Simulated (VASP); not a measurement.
Crystal: Mg.

```
Mg
1.0
     3.20930    0.00000    0.00000
    -1.60465    2.77934    0.00000
     0.00000    0.00000    5.21030
Mg
2
Direct
  0.33333 0.66667 0.25000
  0.66667 0.33333 0.75000
```

* Program: VASP 6.6.1
* Task: relaxation of cell and atoms
* Functional: PBEsol
* Potentials or basis: VASP PAW PBE potentials, release 64 (Mg)
* Cutoff: 600 eV
* k mesh: 8 × 8 × 5
* Occupations: fermi-dirac, width 0.05 eV
* Spin: no spin polarisation

At the start: pressure -1.1 GPa; volume 23.24 Å³/atom.

Problem. Where does the relaxation end?

Solution. Over 3 steps the energy falls by 2.7 meV/atom and the volume is 22.51 Å³/atom (-3.1 %); space group P6_3/mmc (No. 194, to 0.05 Å).

The path:
```tsv
step	energy change (eV)	largest force (eV/Å)	pressure (GPa)	volume (Å³)
1	0.0000	0.0000	-1.13	46.47
2	-0.0051	0.0000	-0.30	45.38
3	-0.0054	0.0000	-0.01	45.02
```

Final structure:
```cif
data_structure
_symmetry_space_group_name_H-M 'P 1'
_symmetry_Int_Tables_number 1
_cell_length_a 3.1725
_cell_length_b 3.1725
_cell_length_c 5.1656
_cell_angle_alpha 90.000
_cell_angle_beta 90.000
_cell_angle_gamma 120.000
_cell_volume 45.02
loop_
_atom_site_label
_atom_site_type_symbol
_atom_site_fract_x
_atom_site_fract_y
_atom_site_fract_z
_atom_site_occupancy
Mg1 Mg 0.33333 0.66667 0.25000 1
Mg2 Mg 0.66667 0.33333 0.75000 1
```

Caveat: the PAW data sets were made with another functional, which shifts forces and pressure a little.
